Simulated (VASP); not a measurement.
Wanted: the native input for a VASP 6.6.1 run.

| Item | Value |
| --- | --- |
| Task | single point |
| Functional | PBE |
| Potentials or basis | VASP PAW PBE potentials, release 64 (Al, Fe) |
| Cutoff | 520 eV |
| k mesh | 11 × 11 × 11 |
| Occupations | fermi-dirac, width 0.1 eV |
| Spin | no spin polarisation |
| Dipole correction | no |
| Further INCAR settings | ALGO = Normal; EDIFF = 1e-07; NBANDS = 12 |

The structure of AlFe lies in POSCAR:

```
AlFe
1.0
    2.7014047012      0.0000000000      0.0000000000
    0.0000000000      2.7014047012      0.0000000000
    0.0000000000      0.0000000000      2.7014047012
Al Fe
1 1
Direct
    0.0000000000      0.0000000000      0.0000000000
    0.5000000000      0.5000000000      0.5000000000
```

This cell differs from its parent crystal: volume scaled by 0.8.

The input as run:

INCAR

```
  ALGO = Normal
  EDIFF = 1E-7
  ENCUT = 520
  GGA = PE
  ISIF = 2
  ISMEAR = -1
  LASPH = T
  LCHARG = F
  LREAL = F
  LWAVE = F
  NBANDS = 12
  NELM = 100
  PREC = Accurate
  SIGMA = 0.1
```

KPOINTS

```
k-points
0
Gamma
  11 11 11
```

Potentials or basis: VASP PAW PBE potentials, release 64 (Al, Fe).

Run with:

```bash
$ cat potpaw_PBE.64/Al/POTCAR potpaw_PBE.64/Fe/POTCAR > POTCAR
$ mpirun -np 1 vasp_std > vasp.out
```

Results of the run:

| Quantity | Value |
| --- | --- |
| Pressure | 48.0 GPa |

Wall time 4.9 s on 1 thread of Intel(R) Xeon(R) 6975P-C (Granite Rapids), with other jobs on the host, peak memory 0.13 GiB.
